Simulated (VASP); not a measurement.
Set up this calculation in VASP 6.6.1, as the native input.

```
Task                   : single point
Functional             : PBE
Potentials or basis    : VASP PAW PBE potentials, release 64 (Ag)
Cutoff                 : 520 eV
k mesh                 : 9 × 9 × 13
Occupations            : fermi-dirac, width 0.1 eV
Spin                   : no spin polarisation
Dipole correction      : no
Further INCAR settings : ALGO = Normal; EDIFF = 1e-07; NBANDS = 24
```

The structure of Ag lies in POSCAR:

```
Ag
1.0
    4.7882010521      0.0000000000      0.0000000000
   -2.3941005261      4.1467037496      0.0000000000
    0.0000000000      0.0000000000      2.8680764821
Ag
3
Direct
    0.0000000000      1.0000000000      0.0000000000
    0.3333333333      0.6666666667      0.5000000000
    0.6666666667      0.3333333333      0.5000000000
```

This cell differs from its parent crystal: volume scaled by 1.04.

The input as run:

INCAR

```
SYSTEM = Ag
PREC     = Accurate       ! precision mode
ENCUT    = 520            ! plane-wave cutoff, eV
EDIFF    = 1E-7           ! SCF threshold, eV
ISMEAR   = -1             ! smearing method
SIGMA    = 0.1            ! smearing width, eV
LREAL    = .FALSE.        ! projectors in reciprocal space
LASPH    = .TRUE.         ! aspherical terms in the spheres
NELM     = 100            ! most SCF steps
ALGO     = Normal         ! electronic algorithm
ISIF     = 2              ! what is computed and relaxed
LWAVE    = .FALSE.        ! write WAVECAR
LCHARG   = .FALSE.        ! write CHGCAR
GGA      = PE             ! functional
NBANDS   = 24             ! bands
```

KPOINTS

```
Automatic mesh
0
G
  9 9 13
  0 0 0
```

Potentials or basis: VASP PAW PBE potentials, release 64 (Ag).

Command:

```sh
$ cat potpaw_PBE.64/Ag/POTCAR > POTCAR
$ mpirun -np 1 vasp_std > vasp.out
```

It gave:

```
Pressure : -3.1 GPa
```

Run time: 58 s on 1 thread of Intel(R) Xeon(R) Platinum 8488C (Sapphire Rapids), with other jobs on the host, peak memory 0.23 GiB.
